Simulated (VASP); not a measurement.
Set up this calculation in VASP 6.6.1, as the native input.

```yaml
Task: relaxation of cell and atoms
Functional: LDA
Potentials_or_basis: VASP PAW LDA potentials, release 64 (C)
Cutoff: 600 eV
k_mesh: 26 × 26 × 14
Occupations: fermi-dirac, width 0.1 eV
Spin: no spin polarisation
Target_pressure: 390 GPa
Dipole_correction: no
Further_INCAR_settings: ALGO = Normal; EDIFF = 1e-06; IBRION = 2; EDIFFG = -0.005; NSW = 60; ISIF = 3
```

The structure of C lies in POSCAR:

```
C
1.0
    1.7097777392      0.0000000000      0.0000000000
   -0.8548888696      1.4807109570      0.0000000000
    0.0000000000      0.0000000000      2.7698399376
C
2
Direct
    0.3333333333      0.6666666667      0.2500000000
    0.6666666667      0.3333333333      0.7500000000
```

One way to write it, as run:

INCAR

```
SYSTEM = C
PREC = Accurate ; ENCUT = 600
EDIFF = 1E-6 ; ISMEAR = -1
SIGMA = 0.1 ; LREAL = .False.
LASPH = .True. ; NELM = 80
ALGO = Normal ; ISIF = 3
LWAVE = .False. ; LCHARG = .False.
GGA = CA ; IBRION = 2
NSW = 60 ; EDIFFG = -0.005
PSTRESS = 3900.0
```

KPOINTS

```
regular mesh
0
Gamma
  26 26 14
  0 0 0
```

Potentials or basis: VASP PAW LDA potentials, release 64 (C).

Command:

```console
$ cat potpaw_LDA.64/C/POTCAR > POTCAR
$ mpirun -np 1 vasp_std > vasp.out
```

Results of the run:

- Relaxed volume: 3.52 Å³/atom
- Relaxed cell: a = 1.500 Å, b = 1.500 Å, c = 3.618 Å, α = 90.00°, β = 90.00°, γ = 120.00°
- Space group after relaxing (to 0.1 Å): P6_3/mmc (No. 194)
- Energy change on relaxing (the run minimises the enthalpy): -302.0 meV/atom
- Ionic steps: 23
- Pressure after relaxing: 389.9 GPa
- Band gap on the k mesh: zero (bands 4 and 5 overlap by 7.91 eV)

Caveat: the cell is relaxed towards a set pressure, so the run minimises the enthalpy, not the energy; a cell axis changed by over 15 % at a fixed basis, so the end point is rough.

It took 11 min on 1 thread of AMD EPYC 7571, on a shared host, peak memory 0.1 GiB.
